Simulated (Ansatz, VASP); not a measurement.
## BaIn2Bi2 in VASP and in Ansatz

File POSCAR:

```
BaIn2Bi2
1.0
    5.0549880000      0.0000000000      0.0000000000
   -2.5274940000      4.3777520000      0.0000000000
    0.0000000000      0.0000000000      8.3019150000
Ba Bi In
1 2 2
Direct
    0.0000000000      0.0000000000      0.0000000000
    0.6667000000      0.3333000000      0.2499200000
    0.3333000000      0.6667000000      0.7500800000
    0.6667000000      0.3333000000      0.6276000000
    0.3333000000      0.6667000000      0.3724000000
```

INCAR.step1

```
PREC     = Accurate       # precision mode
ENCUT    = 520            # plane-wave cutoff, eV
ISMEAR   = -4             # smearing method
SIGMA    = 0.1            # smearing width, eV
LREAL    = F              # projectors in reciprocal space
LASPH    = T              # aspherical terms in the spheres
NELM     = 100            # most SCF steps
NBANDS   = 41             # bands
GGA      = PE             # functional
ALGO     = Normal         # electronic algorithm
EDIFF    = 1E-4           # SCF threshold, eV
LWAVE    = T              # write WAVECAR
LCHARG   = F              # write CHGCAR
```

File INCAR.step2:

```
PREC     = Accurate       # precision mode
ENCUT    = 520            # plane-wave cutoff, eV
EDIFF    = 1E-7           # SCF threshold, eV
ISMEAR   = -4             # smearing method
SIGMA    = 0.1            # smearing width, eV
LREAL    = F              # projectors in reciprocal space
LASPH    = T              # aspherical terms in the spheres
NELM     = 100            # most SCF steps
ALGO     = Normal         # electronic algorithm
ISIF     = 2              # what is computed and relaxed
LWAVE    = F              # write WAVECAR
LCHARG   = F              # write CHGCAR
METAGGA  = R2SCAN         # meta-GGA
LMIXTAU  = T            
NBANDS   = 41             # bands
ISTART   = 1
```

File KPOINTS:

```
regular mesh
0
Gamma
  4 4 2
```

Input for Ansatz:

```yaml
crystal:
  lattice:
    - [5.054988, 0.0, 0.0]
    - [-2.527494, 4.377752, 0.0]
    - [0.0, 0.0, 8.301915]
  atoms:
    - { symbol: Ba, position: [0.0, 0.0, 0.0] }
    - { symbol: Bi, position: [0.6667, 0.3333, 0.24992] }
    - { symbol: Bi, position: [0.3333, 0.6667, 0.75008] }
    - { symbol: In, position: [0.6667, 0.3333, 0.6276] }
    - { symbol: In, position: [0.3333, 0.6667, 0.3724] }
  symmetry: { tolerance: 0.0003 }
kpoints:
  mp_grid: { grid: [4, 4, 2], shift: [0, 0, 0] }
magnetization:
  spin_polarized: false
scf:
  occupations: { method: tetrahedron_uncorrected }
  initial_density: { chi_scale: 0.3 }
  mixing: { preconditioner: kerker_dos }
hamiltonian:
  pseudopotentials: { kind: paw }
  xc: r2scan
basis:
  ecutwfc: 500
output:
  forces: true
  stress: true
  eigenvalues: true
```

Alike in both runs: task single point; functional r2SCAN; k mesh 4 × 4 × 2; no spin polarisation.

|  | VASP | Ansatz |
| --- | --- | --- |
| version | VASP 6.6.1 | Ansatz 0.2.0 |
| potentials or method | VASP PAW PBE potentials, release 64 (Ba_sv, Bi_d, In_d), cutoff 520 eV | PAW plane waves |
| occupations | tetrahedron | tetrahedron-uncorrected |
| valence electrons in the cell | 66 | 66 |

Ansatz gave:

```
gap on the k mesh at the Fermi level (eV)                     : none
pressure (GPa)                                                : 1.2
traceless stress, the component that is largest in VASP (GPa) : -2.42
rms of the force components (eV/Å)                            : 0.116
```

Q: Estimate VASP's values.

A: gap on the k mesh at the Fermi level (eV): none; pressure (GPa): 1.3; traceless stress, the component that is largest in VASP (GPa): -2.40; rms of the force components (eV/Å): 0.122.

VASP's potentials were made for PBE, not for r2SCAN. Atom by atom the forces differ by 0.007 eV/Å (rms over components). A gap of «none» marks a metal or a gap that the smearing closes. Ansatz's warnings: band table not solved further, structure snapped to symmetry.

The k mesh is coarse, so the values compare programs but aren't converged. Neither program's run includes spin-orbit coupling.
